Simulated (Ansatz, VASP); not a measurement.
# HfC4 in VASP and in Ansatz

```
Hf C
1.0
     4.31686    0.00000    0.00000
     0.00000    4.49314    0.00000
     0.00000    0.00000    5.04001
Hf C
2 8
Direct
  0.50000 0.00000 0.50000
  0.00000 0.00000 0.00000
  0.16632 0.50000 0.75214
  0.33051 0.50000 0.50000
  0.16632 0.50000 0.24786
  0.33229 0.50000 0.00000
  0.83368 0.50000 0.24786
  0.66771 0.50000 0.00000
  0.83368 0.50000 0.75214
  0.66949 0.50000 0.50000
```

Alike in both runs: functional PBE; k mesh 8 × 8 × 6; occupations gaussian, width 0.1 eV; no spin polarisation.

Ansatz relaxed the structure, and its values are those at the end. VASP's run is a single point on that final structure, the one shown.

|  | VASP | Ansatz |
| --- | --- | --- |
| version | VASP 6.6.1 | Ansatz 0.2.0 |
| potentials or method | VASP PAW PBE potentials, release 64 (Hf_pv, C), cutoff 520 eV | scalar-relativistic, plane waves, PAW |
| valence electrons in the cell | 52 | 84 |

```csv
,VASP,Ansatz,Ansatz less VASP
gap on the k mesh at the Fermi level (eV),none,none,-
pressure (GPa),-0.3,0.0,+0.29
rms of the force components (eV/Å),0.003,0.000,-0.0032
```

A gap of «none» marks a metal or a gap that the smearing closes. With one functional, cell and mesh, what is left measures potentials, basis and numerics. VASP's potentials hold 52 valence electrons a cell and Ansatz's 84, so a difference there can come from the potentials and not from the codes.

Neither program's run includes spin-orbit coupling.
